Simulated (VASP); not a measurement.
Wanted: the native input for a VASP 6.6.1 run.

* Task: single point
* Functional: LDA
* Potentials or basis: VASP PAW LDA potentials, release 64 (Li_sv, Pb_d)
* Cutoff: 520 eV
* k mesh: 16 × 16 × 16
* Occupations: gaussian, width 0.15 eV
* Spin: no spin polarisation
* Dipole correction: no
* Further INCAR settings: ALGO = Normal; EDIFF = 1e-06; NBANDS = 16

The structure of LiPb lies in POSCAR:

```
LiPb
1.0
    3.5220000000      0.0000000000      0.0000000000
    0.0000000000      3.5220000000      0.0000000000
    0.0000000000      0.0000000000      3.5220000000
Li Pb
1 1
Direct
    0.5000000000      0.5000000000      0.5000000000
    0.0000000000      0.0000000000      0.0000000000
```

The input as run:

INCAR

```
SYSTEM = LiPb
ALGO = Normal
EDIFF = 1E-6
ENCUT = 520
GGA = CA
ISIF = 2
ISMEAR = 0
LASPH = .TRUE.
LCHARG = .FALSE.
LREAL = .FALSE.
LWAVE = .FALSE.
NBANDS = 16
NELM = 80
PREC = Accurate
SIGMA = 0.15
```

KPOINTS

```
k-points
0
G
  16 16 16
  0 0 0
```

Potentials or basis: VASP PAW LDA potentials, release 64 (Li_sv, Pb_d).

Launch:

```console
$ cat potpaw_LDA.64/Li_sv/POTCAR potpaw_LDA.64/Pb_d/POTCAR > POTCAR
$ mpirun -np 1 vasp_std > vasp.out
```

It gave:

```yaml
Band_gap_on_the_k_mesh: zero (an odd number of electrons rules out a gap without spin polarisation)
```

Caveat: spin-orbit coupling is left out, which moves the levels of the heavy elements.

It took 70 s on 1 thread of Intel Xeon 8259CL (shared host), peak memory 0.22 GiB.
